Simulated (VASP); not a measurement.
# WO (F-43m) in VASP: further runs

WO is run at these levels: PBE+U; tasks: single point.

Program: VASP 6.6.1. These are calculated values, not measurements. Logs are shortened: lines on timing, memory, paths and dates and some standing lists are left out, and cuts for length are marked.

## 1. The cell of the first run

Symmetry: F-43m, No. 216, cubic system. Conventional cell: a = 4.825 Å, b = 4.825 Å, c = 4.825 Å, α = 90.00°, β = 90.00°, γ = 90.00°. Within 2.8 Å of W (site symmetry -43m) lie 4 O at 2.09 Å. O (site symmetry -43m) has 4 W at 2.09 Å within 2.8 Å.

## 2. Single point, PBE+U, collinear spin, ferromagnetic start

The input, INCAR:

```
SYSTEM = WO
  PREC = Accurate
  ENCUT = 520
  EDIFF = 1E-7
  ISMEAR = 0
  SIGMA = 0.1
  LREAL = .FALSE.
  LASPH = .TRUE.
  NELM = 150
  ALGO = Normal
  ISIF = 2
  LWAVE = .FALSE.
  LCHARG = .TRUE.
  ISPIN = 2
  MAGMOM = 0.86 0.13
  LORBIT = 11
  LMAXMIX = 4
  LDAU = .TRUE.
  LDAUTYPE = 2
  LDAUL = 2 -1
  LDAUU = 6.2 0
  LDAUJ = 0 0
  LDAUPRINT = 1
  GGA = PE
  LELF = .TRUE.
  LVHAR = .TRUE.
  NBANDS = 21
```

The input, KPOINTS:

```
regular mesh
0
G
  8 8 8
  0 0 0
```

The input, POSCAR:

```
WO
1.0
    0.0000000000      2.4125935863      2.4125935863
    2.4125935863      0.0000000000      2.4125935863
    2.4125935863      2.4125935863      0.0000000000
W O
1 1
Direct
    0.0000000000      0.0000000000      0.0000000000
    0.2500000000      0.2500000000      0.2500000000
```

Potentials or basis: VASP PAW PBE potentials, release 64 (W_sv, O).

Started as:

```
> cat potpaw_PBE.64/W_sv/POTCAR potpaw_PBE.64/O/POTCAR > POTCAR
> mpirun -np 1 vasp_std > vasp.out
```

OUTCAR:

```text
SYSTEM = WO
   PREC = Accurate
   ENCUT = 520
   EDIFF = 1E-7
   ISMEAR = 0
   LREAL = .FALSE.
   LASPH = .TRUE.
   NELM = 150
   ISIF = 2
   ISPIN = 2
   LORBIT = 11
   GGA = PE

 ion  position               nearest neighbor table
   1  0.000  0.000  0.000-   2 2.09   2 2.09   2 2.09   2 2.09
   2  0.250  0.250  0.250-   1 2.09   1 2.09   1 2.09   1 2.09

  LATTYP: Found a face centered cubic cell.
 ALAT       =     4.8251871726

  Lattice vectors:

 A1 = (   0.0000000000,   2.4125935863,   2.4125935863)
 A2 = (   2.4125935863,   0.0000000000,   2.4125935863)
 A3 = (   2.4125935863,   2.4125935863,   0.0000000000)

Analysis of symmetry for initial positions (statically):
=====================================================================
 Subroutine PRICEL returns:
 Original cell was already a primitive cell.

 Routine SETGRP: Setting up the symmetry group for a
 face centered cubic supercell.

 Subroutine GETGRP returns: Found 24 space group operations
 (whereof 24 operations were pure point group operations)
 out of a pool of 48 trial point group operations.

The static configuration has the point symmetry T_d .

Analysis of symmetry for dynamics (positions and initial velocities):
=====================================================================
 Subroutine PRICEL returns:
 Original cell was already a primitive cell.

 Routine SETGRP: Setting up the symmetry group for a
 face centered cubic supercell.

 Subroutine GETGRP returns: Found 24 space group operations
 (whereof 24 operations were pure point group operations)
 out of a pool of 48 trial point group operations.

The dynamic configuration has the point symmetry T_d .

Analysis of structural, dynamic, and magnetic symmetry:
=====================================================================
 Subroutine PRICEL returns:
 Original cell was already a primitive cell.

 Routine SETGRP: Setting up the symmetry group for a
 face centered cubic supercell.

 Subroutine GETGRP returns: Found 24 space group operations
 (whereof 24 operations were pure point group operations)
 out of a pool of 48 trial point group operations.

The overall configuration has the point symmetry T_d .

 Subroutine INISYM returns: Found 24 space group operations
 (whereof 24 operations are pure point group operations),
 and found     1 'primitive' translations

----------------------------------------------------------------------------------------

                                     Primitive cell

  volume of cell :      28.0855

  direct lattice vectors                    reciprocal lattice vectors
     0.000000000  2.412593586  2.412593586    -0.207245846  0.207245846  0.207245846
     2.412593586  0.000000000  2.412593586     0.207245846 -0.207245846  0.207245846
     2.412593586  2.412593586  0.000000000     0.207245846  0.207245846 -0.207245846

  length of vectors
     3.411922570  3.411922570  3.411922570     0.358960336  0.358960336  0.358960336

  position of ions in fractional coordinates (direct lattice)
     0.000000000  0.000000000  0.000000000
     0.250000000  0.250000000  0.250000000

  ion indices of the primitive-cell ions
   primitive index   ion index
                 1           1
                 2           2

----------------------------------------------------------------------------------------

 KPOINTS: regular mesh

Automatic generation of k-mesh.
 Grid dimensions read from file:
 generate k-points for:    8    8    8

 Generating k-lattice:

  Cartesian coordinates                     Fractional coordinates (reciprocal lattice)
    -0.025905731  0.025905731  0.025905731     0.125000000  0.000000000  0.000000000
     0.025905731 -0.025905731  0.025905731     0.000000000  0.125000000  0.000000000
     0.025905731  0.025905731 -0.025905731     0.000000000  0.000000000  0.125000000

  Length of vectors
     0.044870042  0.044870042  0.044870042

  Shift w.r.t. Gamma in fractional coordinates (k-lattice)
     0.000000000  0.000000000  0.000000000

 Subroutine IBZKPT returns following result:
 ===========================================

 Found     29 irreducible k-points:

 Following reciprocal coordinates:
            Coordinates               Weight
  0.000000  0.000000  0.000000      1.000000
  0.125000  0.000000  0.000000      8.000000
  0.250000  0.000000  0.000000      8.000000
  0.375000  0.000000  0.000000      8.000000
  0.500000  0.000000  0.000000      4.000000
  0.125000  0.125000  0.000000      6.000000
[... 16 lines left out ...]
  0.500000  0.250000  0.125000     48.000000
 -0.375000  0.250000  0.125000     24.000000
 [... further k-points ...]
   k-points           NKPTS =     29   k-points in BZ     NKDIM =     29   number of bands    NBANDS=     21
   number of dos      NEDOS =    301   number of ions     NIONS =      2
   total plane-waves  NPLWV =  21952
   dimension x,y,z NGX =    28 NGY =   28 NGZ =   28
   dimension x,y,z NGXF=    56 NGYF=   56 NGZF=   56
   ions per type =               1   1
   NGX,Y,Z   is equivalent  to a cutoff of  13.64, 13.64, 13.64 a.u.
   NGXF,Y,Z  is equivalent  to a cutoff of  27.29, 27.29, 27.29 a.u.
 SYSTEM =  WO
   PREC   = accura    normal or accurate (medium, high low for compatibility)
   ISTART =      0    job   : 0-new  1-cont  2-samecut
   ICHARG =      2    charge: 1-file 2-atom 10-const
   ISPIN  =      2    spin polarized calculation?
   LNONCOLLINEAR =      F non collinear calculations
   LSORBIT =      F    spin-orbit coupling
   LASPH  =      T    aspherical Exc in radial PAW
   ENCUT  =  520.0 eV  38.22 Ry    6.18 a.u.   6.34  6.34  6.34*2*pi/ulx,y,z
   NELM   =    150;   NELMIN=  2; NELMDL= -5     # of ELM steps
   EDIFF  = 0.1E-06   stopping-criterion for ELM
   LREAL  =      F    real-space projection
   EDIFFG = 0.1E-05   stopping-criterion for IOM
   NSW    =      0    number of steps for IOM
   IBRION =     -1    ionic relax: 0-MD 1-quasi-New 2-CG
   NFREE  =      0    steps in history (QN), initial steepest desc. (CG)
   ISIF   =      2    stress and relaxation
   ISYM   =      2    0-nonsym 1-usesym 2-fastsym
   POTIM  = 0.5000    time-step for ionic-motion
   TEBEG  =    0.0;   TEEND  =   0.0 temperature during run
   PSTRESS=    0.0 pullay stress
   NELECT =      20.0000    total number of electrons
   NUPDOWN=      -1.0000    fix difference up-down
   EMIN   =  10.00;   EMAX   =-10.00  energy-range for DOS
   EFERMI =   0.00;   METHOD = LEGACY
   ISMEAR =     0;   SIGMA  =   0.10  broadening in eV -4-tet -1-fermi 0-gaus
   EFERMI_NEDOS =   21; number of points for ismear=-14 and -15
   IALGO  =     38    algorithm
   IMIX   =      4    mixing-type and parameters
     AMIX     =   0.40;   BMIX     =  1.00
     AMIX_MAG =   1.60;   BMIX_MAG =  1.00
  volume/ion in A,a.u.               =      14.04        94.77
  Fermi-wavevector in a.u.,A,eV,Ry     =   1.461921  2.762631 29.078560  2.137214
  Thomas-Fermi vector in A             =   2.578196
   LORBIT       =     11    0 simple, 1 ext, 2 COOP (PROOUT), +10 PAW based schemes
 LDA+U is selected, type is set to LDAUTYPE =  2
   angular momentum for each species LDAUL =     2   -1
   U (eV)           for each species LDAUU =   6.2  0.0
   J (eV)           for each species LDAUJ =   0.0  0.0
   GGA     = PE    functional components
   LHFCALC =     F    Hartree Fock is set to
   AEXX    =    0.0000 exact exchange contribution
   IVDW    =     0    specifies the selected vdW correction
   LEPSILON=     F    determine dielectric tensor
   LRPA    =     F    only Hartree local field effects (RPA)
 spin polarized calculation
 Gauss-broadening in eV      SIGMA  =   0.10
  energy-cutoff  :      520.00
  volume of cell :       28.09
 maximum number of plane-waves:       775
 NGX is ok and might be reduce to    28
   NGX = 13   NGY = 13   NGZ = 13

atom =   1  type =  1  l = 2

 onsite density matrix

spin component  1

  0.2611 -0.0000 -0.0000  0.0000 -0.0000
 -0.0000  0.2611 -0.0000  0.0000 -0.0000
 -0.0000 -0.0000  0.8132  0.0000  0.0000
  0.0000  0.0000  0.0000  0.2611 -0.0000
 -0.0000 -0.0000  0.0000 -0.0000  0.8132

spin component  2

  0.2103  0.0000 -0.0000  0.0000  0.0000
  0.0000  0.2103 -0.0000 -0.0000 -0.0000
 -0.0000 -0.0000  0.0422  0.0000  0.0000
  0.0000 -0.0000  0.0000  0.2103 -0.0000
  0.0000 -0.0000  0.0000 -0.0000  0.0422

 occupancies and eigenvectors

  o =  0.0422  v =  0.0000  0.0000  0.0000  0.0000  0.0000  0.0000  0.0000  0.9965  0.0000 -0.0837      0.0000  0.0000  0.0000  0.0000  0.0000  0.0000  0.0000  0.0000  0.0000  0.0000
  o =  0.0422  v =  0.0000  0.0000  0.0000  0.0000  0.0000  0.0000  0.0000 -0.0837  0.0000 -0.9965      0.0000  0.0000  0.0000  0.0000  0.0000  0.0000  0.0000  0.0000  0.0000  0.0000
  o =  0.2103  v =  0.0000  0.0000  0.0000  0.0000  0.0000  1.0000  0.0000  0.0000  0.0000  0.0000      0.0000  0.0000  0.0000  0.0000  0.0000  0.0000  0.0000  0.0000  0.0000  0.0000
  o =  0.2103  v =  0.0000  0.0000  0.0000  0.0000  0.0000  0.0000  0.0198  0.0000 -0.9998 -0.0000      0.0000  0.0000  0.0000  0.0000  0.0000  0.0000  0.0000  0.0000  0.0000  0.0000
  o =  0.2103  v =  0.0000  0.0000  0.0000  0.0000  0.0000  0.0000  0.9998 -0.0000  0.0198  0.0000      0.0000  0.0000  0.0000  0.0000  0.0000  0.0000  0.0000  0.0000  0.0000  0.0000
  o =  0.2611  v =  1.0000  0.0000  0.0000  0.0000  0.0000  0.0000  0.0000  0.0000  0.0000  0.0000      0.0000  0.0000  0.0000  0.0000  0.0000  0.0000  0.0000  0.0000  0.0000  0.0000
  o =  0.2611  v =  0.0000 -0.0020  0.0000 -1.0000  0.0000  0.0000  0.0000  0.0000  0.0000  0.0000      0.0000  0.0000  0.0000  0.0000  0.0000  0.0000  0.0000  0.0000  0.0000  0.0000
  o =  0.2611  v =  0.0000  1.0000 -0.0000 -0.0020 -0.0000  0.0000  0.0000  0.0000  0.0000  0.0000      0.0000  0.0000  0.0000  0.0000  0.0000  0.0000  0.0000  0.0000  0.0000  0.0000
  o =  0.8132  v =  0.0000 -0.0000 -0.8954  0.0000  0.4452  0.0000  0.0000  0.0000  0.0000  0.0000      0.0000  0.0000  0.0000  0.0000  0.0000  0.0000  0.0000  0.0000  0.0000  0.0000
  o =  0.8132  v =  0.0000 -0.0000 -0.4452  0.0000 -0.8954  0.0000  0.0000  0.0000  0.0000  0.0000      0.0000  0.0000  0.0000  0.0000  0.0000  0.0000  0.0000  0.0000  0.0000  0.0000

 number of electron      19.9999997 magnetization       1.9999150

 Free energy of the ion-electron system (eV)
  ---------------------------------------------------
  ext. energy  EPLUGINS =         0.00000000
  ---------------------------------------------------
  free energy    TOTEN  =       -12.96931836 eV

  energy without entropy =      -12.96931833  energy(sigma->0) =      -12.96931834

 E-fermi :   8.8690     XC(G=0): -11.8407

 val. band max:        8.5450271814   @ k =   0.3750   0.0000   0.0000
 cond. band min:       9.1893643462   @ k =  -0.2500   0.5000   0.2500
 fundamental gap:      0.6443371648
 Fermi energy:         8.8690022752

 spin component 1

 k-point     1 :       0.0000    0.0000    0.0000
  band No.  band energies     occupation
      1     -67.7911      1.00000
      2     -31.9835      1.00000
      3     -31.9835      1.00000
      4     -31.9834      1.00000
      5     -13.1505      1.00000
      6       0.7008      1.00000
[... 13 lines left out ...]
     20      28.2361      0.00000
     21      28.2362      0.00000
[... 529 lines left out ...]
 k-point    24 :      -0.3750    0.2500    0.1250
  band No.  band energies     occupation
      1     -67.7804      1.00000
      2     -32.1905      1.00000
      3     -32.0730      1.00000
      4     -32.0329      1.00000
      5     -12.4165      1.00000
      6       0.2502      1.00000
[... 13 lines left out ...]
     20      27.7681      0.00000
     21      28.6193      0.00000

 [... further k-points ...]

 spin component 2

 k-point     1 :       0.0000    0.0000    0.0000
  band No.  band energies     occupation
      1     -66.9735      1.00000
      2     -30.8787      1.00000
      3     -30.8787      1.00000
      4     -30.8787      1.00000
      5     -12.9964      1.00000
      6       1.0755      1.00000
[... 13 lines left out ...]
     20      28.7028      0.00000
     21      28.7029      0.00000
[... 529 lines left out ...]
 k-point    24 :      -0.3750    0.2500    0.1250
  band No.  band energies     occupation
      1     -66.9629      1.00000
      2     -31.0928      1.00000
      3     -30.9707      1.00000
      4     -30.9293      1.00000
      5     -12.2829      1.00000
      6       0.8732      1.00000
[... 13 lines left out ...]
     20      29.0939      0.00000
     21      29.4119      0.00000

 [... further k-points ...]
[... 5 lines left out ...]
  --------------------------------------------------------------------------------------
  -------------------------------------------------------------------------------------
  Total        1.0255162      1.0255162      1.0255162     -0.0000000      0.0000000     -0.0000000
  in kB       58.5019857     58.5019857     58.5019857     -0.0000000      0.0000000     -0.0000000
  external PRESSURE =      58.5019857 kB  Pullay stress =       0.0000000 kB

 VOLUME and BASIS-vectors are now :
 -----------------------------------------------------------------------------
  energy-cutoff  :      520.00
  volume of cell :       28.09
      direct lattice vectors                 reciprocal lattice vectors
     0.000000000  2.412593586  2.412593586    -0.207245846  0.207245846  0.207245846
     2.412593586  0.000000000  2.412593586     0.207245846 -0.207245846  0.207245846
     2.412593586  2.412593586  0.000000000     0.207245846  0.207245846 -0.207245846

 POSITION                                       TOTAL-FORCE (eV/Angst)
 -----------------------------------------------------------------------------------
      0.00000      0.00000      0.00000         0.000000      0.000000      0.000000
      1.20630      1.20630      1.20630        -0.000000     -0.000000     -0.000000
 -----------------------------------------------------------------------------------
    total drift:                                0.000000      0.000000      0.000000

  FREE ENERGIE OF THE ION-ELECTRON SYSTEM (eV)
  ---------------------------------------------------
  free  energy   TOTEN  =       -12.9693183563 eV

  energy  without entropy=      -12.9693183320  energy(sigma->0) =      -12.96931834

 total charge

# of ion       s       p       d       tot
------------------------------------------
    1        2.287   6.251   3.083  11.621
    2        1.569   3.533   0.000   5.102
--------------------------------------------------
tot          3.856   9.784   3.083  16.723

 magnetization (x)

# of ion       s       p       d       tot
------------------------------------------
    1        0.024   0.014   1.680   1.718
    2        0.000   0.037   0.000   0.037
--------------------------------------------------
tot          0.024   0.051   1.680   1.754
```

Run time: 27 s. Hardware: 1 thread of Intel Xeon 6975P-C (Granite Rapids), shared host; peak memory 0.18 GiB.

What came out:

```
Free energy                                           : -12.9693 eV
Pressure                                              : 5.9 GPa
Band gap on the k mesh                                : 0.64 eV, indirect (least direct gap 1.02 eV)
Net moment                                            : 2.00 μB per cell
Site moments                                          : W +1.72; O +0.04 μB
Valence electrons inside the program's atomic spheres : W 11.62; O 5.10
```

Eigenvalues of the final occupation matrices:
```tsv
site	spin	trace	eigenvalues
site 1 d	1	2.41	0.26 0.26 0.26 0.81 0.81
site 1 d	2	0.72	0.04 0.04 0.21 0.21 0.21
```

Caveat: spin-orbit coupling is left out, which moves the levels of the heavy elements. A k mesh can miss the band edges.

## 3. Single point, PBE+U, collinear spin, ferromagnetic start

This run uses another cell than the first one, of 11.24 Å³/atom, 0.800 times its volume.

The input, INCAR:

```
  PREC = Accurate
  ENCUT = 520
  EDIFF = 1E-7
  ISMEAR = 0
  SIGMA = 0.02
  LREAL = False
  LASPH = True
  NELM = 150
  ALGO = Normal
  ISIF = 2
  LWAVE = False
  LCHARG = False
  ISPIN = 2
  MAGMOM = 1 0
  LORBIT = 11
  LMAXMIX = 4
  LDAU = True
  LDAUTYPE = 2
  LDAUL = 2 -1
  LDAUU = 6.2 0
  LDAUJ = 0 0
  LDAUPRINT = 1
  GGA = PE
  NBANDS = 21
```

The input, KPOINTS:

```
Automatic mesh
0
Gamma
  10 10 10
```

The input, POSCAR:

```
WO
1.0
    0.0000000000      2.2399212660      2.2399212660
    2.2399212660      0.0000000000      2.2399212660
    2.2399212660      2.2399212660      0.0000000000
W O
1 1
Direct
    0.0000000000      0.0000000000      0.0000000000
    0.2500000000      0.2500000000      0.2500000000
```

Potentials or basis: VASP PAW PBE potentials, release 64 (W_sv, O).

Started as:

```
> cat potpaw_PBE.64/W_sv/POTCAR potpaw_PBE.64/O/POTCAR > POTCAR
> mpirun -np 1 vasp_std > vasp.out
```

Run time: 39 s. Hardware: 1 thread of Intel Xeon 6975P-C (Granite Rapids), shared host; peak memory 0.17 GiB.

It converged, with:

| Property | Result |
| --- | --- |
| Free energy | -10.6673 eV |
| Pressure | 63.3 GPa |
| Band gap on the k mesh | zero (filled and empty bands overlap) |
| Net moment | 0.00 μB per cell |
| Valence electrons inside the program's atomic spheres | W 12.01; O 5.24 |

Levels at points of the mesh, in eV from the Fermi level:
Spin up:
| k point | band 8 | band 9 | band 10 | band 11 | band 12 | band 13 |
| --- | --- | --- | --- | --- | --- | --- |
| (0.00, 0.00, 0.00) | -9.67 | -3.31 | -0.20 | -0.20 | 4.56 | 4.56 |
| (0.50, 0.00, 0.00) | -9.02 | -0.91 | 0.28 | 0.28 | 3.09 | 3.36 |
| (0.50, 0.50, 0.00) | -7.70 | -3.16 | -0.48 | 1.70 | 2.86 | 2.86 |
Spin down:
| k point | band 6 | band 7 | band 8 | band 9 | band 10 | band 11 | band 12 | band 13 | band 14 | band 15 |
| --- | --- | --- | --- | --- | --- | --- | --- | --- | --- | --- |
| (0.00, 0.00, 0.00) | -9.67 | -9.67 | -9.67 | -3.31 | -0.20 | -0.20 | 4.56 | 4.56 | 4.56 | 14.10 |
| (0.50, 0.00, 0.00) | -9.45 | -9.02 | -9.02 | -0.91 | 0.28 | 0.28 | 3.09 | 3.36 | 3.36 | 8.23 |
| (0.50, 0.50, 0.00) | -10.90 | -7.70 | -7.70 | -3.16 | -0.48 | 1.70 | 2.86 | 2.86 | 9.63 | 9.69 |

Eigenvalues of the final occupation matrices:
| site | spin | trace | eigenvalues |
| --- | --- | --- | --- |
| site 1 d | 1 | 1.68 | 0.32 0.32 0.32 0.36 0.36 |
| site 1 d | 2 | 1.68 | 0.32 0.32 0.32 0.36 0.36 |

Caveat: spin-orbit coupling is left out, which moves the levels of the heavy elements.

[end of part 1 of 2]
